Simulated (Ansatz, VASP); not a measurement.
**BeSn2 in VASP and in Ansatz**

```
CELL_PARAMETERS angstrom
3.57308 0.00000 0.00000
-1.78654 3.09438 0.00000
0.00000 0.00000 5.84055
ATOMIC_POSITIONS crystal
Be 0.00000 0.00000 0.50000
Sn 0.33333 0.66667 0.78144
Sn 0.66667 0.33333 0.21856
```

Alike in both runs: functional PBE; k mesh 6 × 6 × 4; occupations gaussian, width 0.1 eV; no spin polarisation.

Ansatz relaxed the structure, and its values are those at the end. VASP's run is a single point on that final structure, the one shown.

```csv
,VASP,Ansatz
version,VASP 6.6.1,Ansatz 0.2.0
potentials or method,"VASP PAW PBE potentials, release 64 (Be, Sn_d), cutoff 520 eV","scalar-relativistic, plane waves, PAW"
valence electrons in the cell,30,30
```

```tsv
	VASP	Ansatz	Ansatz less VASP
gap on the k mesh at the Fermi level (eV)	none	none	-
pressure (GPa)	0.1	0.1	+0.03
```

A gap of «none» marks a metal or a gap that the smearing closes.
